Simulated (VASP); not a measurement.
Here is a VASP 6.6.1 calculation.

INCAR

```
PREC = Accurate ; ENCUT = 520
EDIFF = 1E-6 ; ISMEAR = -1
SIGMA = 0.05 ; LREAL = F
LASPH = T ; NELM = 100
ALGO = Normal ; ISIF = 2
LWAVE = F ; LCHARG = F
GGA = PE ; NBANDS = 26
```

KPOINTS

```
Automatic mesh
0
Gamma
  10 10 5
```

POSCAR

```
GaN
1.0
    3.1586570750      0.0000000000      0.0000000000
   -1.5793285375      2.7354772688      0.0000000000
    0.0000000000      0.0000000000      5.1313278144
Ga N
2 2
Direct
    0.6666666667      0.3333333333      0.5000000000
    0.3333333333      0.6666666667      0.0000000000
    0.6666666667      0.3333333333      0.8750000000
    0.3333333333      0.6666666667      0.3750000000
```

Potentials or basis: VASP PAW PBE potentials, release 64 (Ga_d, N).

Run with:

```bash
$ cat potpaw_PBE.64/Ga_d/POTCAR potpaw_PBE.64/N/POTCAR > POTCAR
$ mpirun -np 1 vasp_std > vasp.out
```

Question: Estimate the pressure.

Answer: 11.6 GPa.

Question: What does it give for the largest force?

Answer: 0.140 eV/Å.

Forces in eV/Å, atoms in the order of the input:
```
Ga   0.000  0.000 -0.140
Ga   0.000  0.000 -0.140
N    0.000  0.000  0.140
N    0.000  0.000  0.140
```
